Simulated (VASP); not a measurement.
# ScAl3: single point with PBEsol

Crystal: ScAl3.

```
CELL_PARAMETERS angstrom
3.82702 0.00000 0.00000
0.00000 4.13028 0.00000
0.00000 0.00000 4.13028
ATOMIC_POSITIONS crystal
Sc 0.00000 0.00000 0.00000
Al 0.50000 0.00000 0.50000
Al 0.00000 0.50000 0.50000
Al 0.50000 0.50000 0.00000
```

This cell differs from its parent crystal: uniaxial strain along a: -6.0 %, then relaxed in part.

```yaml
Program: VASP 6.6.1
Task: single point
Functional: PBEsol
Potentials_or_basis: VASP PAW PBE potentials, release 64 (Sc_sv, Al)
Cutoff: 520 eV
k_mesh: 14 × 14 × 14
Occupations: gaussian, width 0.1 eV
Spin: no spin polarisation
Dipole_correction: no
Further_INCAR_settings: ALGO = Fast; EDIFF = 1e-06; NBANDS = 18
```

```
Pressure               : 3.8 GPa
Band gap on the k mesh : zero (band 10 reaches 8.46 eV, above the bottom of band 11 at 4.74 eV)
```

Stress tensor (GPa, compression positive):
```
11.00  0.00  0.00
 0.00  0.15  0.00
 0.00  0.00  0.15
```

Levels at points of the mesh, in eV from the Fermi level:
| k point | band 6 | band 7 | band 8 | band 9 | band 10 | band 11 | band 12 | band 13 | band 14 | band 15 |
| --- | --- | --- | --- | --- | --- | --- | --- | --- | --- | --- |
| (0.00, 0.00, 0.00) | -3.08 | -2.34 | -2.18 | -2.18 | -1.04 | 1.12 | 1.20 | 1.45 | 1.45 | 5.17 |
| (0.50, 0.00, 0.00) | -7.33 | -1.96 | -1.96 | -1.74 | 0.83 | 0.83 | 0.87 | 1.29 | 1.63 | 2.89 |
| (0.00, 0.50, 0.00) | -7.55 | -2.12 | -1.53 | -1.21 | 0.61 | 0.73 | 1.74 | 1.75 | 1.95 | 2.09 |
| (0.50, 0.50, 0.00) | -5.65 | -5.45 | -4.47 | -0.84 | -0.63 | 1.00 | 1.10 | 2.06 | 2.99 | 3.17 |
| (0.00, 0.50, 0.50) | -5.93 | -5.93 | -4.47 | -0.17 | -0.17 | 1.78 | 1.91 | 1.98 | 2.29 | 4.23 |
| (0.50, 0.50, 0.50) | -4.87 | -4.80 | -4.63 | -3.10 | -3.10 | -2.74 | 0.96 | 2.48 | 3.06 | 4.13 |

Run time: 4.6 min on 1 thread of Intel(R) Xeon(R) Platinum 8124M CPU @ 3.00GHz (Skylake/Cascade Lake), on a shared host, peak memory 0.42 GiB.

Caveat: the cell differs from its parent crystal (uniaxial strain along a: -6.0 %, then relaxed in part); the PAW data sets were made with another functional, which shifts forces and pressure a little.
